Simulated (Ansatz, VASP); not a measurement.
# Two plane-wave programs on MoS2

File INCAR:

```
PREC = Accurate ; ENCUT = 520
EDIFF = 1E-7 ; ISMEAR = 0
SIGMA = 0.03 ; LREAL = False
LASPH = True ; NELM = 80
ALGO = Normal ; ISIF = 2
LWAVE = False ; LCHARG = True
GGA = PE ; LELF = True
LVHAR = True ; NBANDS = 35
```

KPOINTS

```
Automatic mesh
0
Gamma
  10 10 3
```

Contents of POSCAR:

```
MoS2
1.0
    3.1600000000      0.0000000000      0.0000000000
   -1.5800000000      2.7366402800      0.0000000000
    0.0000000000      0.0000000000     12.2940000000
Mo S
2 4
Direct
    0.3333333300      0.6666666700      0.2500000000
    0.6666666700      0.3333333300      0.7500000000
    0.3333333300      0.6666666700      0.6210000000
    0.6666666700      0.3333333300      0.3790000000
    0.6666666700      0.3333333300      0.1210000000
    0.3333333300      0.6666666700      0.8790000000
```

Input for Ansatz:

```yaml
crystal:
  lattice:
    - [3.16, 0.0, 0.0]
    - [-1.58, 2.73664028, 0.0]
    - [0.0, 0.0, 12.294]
  atoms:
    - { symbol: Mo, position: [0.33333333, 0.66666667, 0.25] }
    - { symbol: Mo, position: [0.66666667, 0.33333333, 0.75] }
    - { symbol: S, position: [0.33333333, 0.66666667, 0.621] }
    - { symbol: S, position: [0.66666667, 0.33333333, 0.379] }
    - { symbol: S, position: [0.66666667, 0.33333333, 0.121] }
    - { symbol: S, position: [0.33333333, 0.66666667, 0.879] }
scf:
  occupations: { method: gaussian, width: 0.03 }
output:
  eigenstates: { nscf_kmesh: { grid: [12, 12, 4] } }
hamiltonian:
  xc: pbe
kpoints:
  mp_grid: { grid: [10, 10, 3] }
```

Alike in both runs: task single point; functional PBE; k mesh 10 × 10 × 3; occupations gaussian, width 0.03 eV; no spin polarisation.

```csv
,VASP,Ansatz
version,VASP 6.6.1,Ansatz 0.2.0
potentials or method,"VASP PAW PBE potentials, release 64 (Mo_sv, S)","scalar-relativistic, plane waves, PAW"
plane-wave cutoff (eV),520,420
valence electrons in the cell,52,52
```

VASP gave:

| Quantity | Value |
| --- | --- |
| gap on the k mesh at the Fermi level (eV) | 0.92 |
| least direct gap on the mesh (eV) | 1.89 |

Q: Estimate Ansatz's values.

A: gap on the k mesh at the Fermi level (eV): 0.90; least direct gap on the mesh (eV): 1.89.
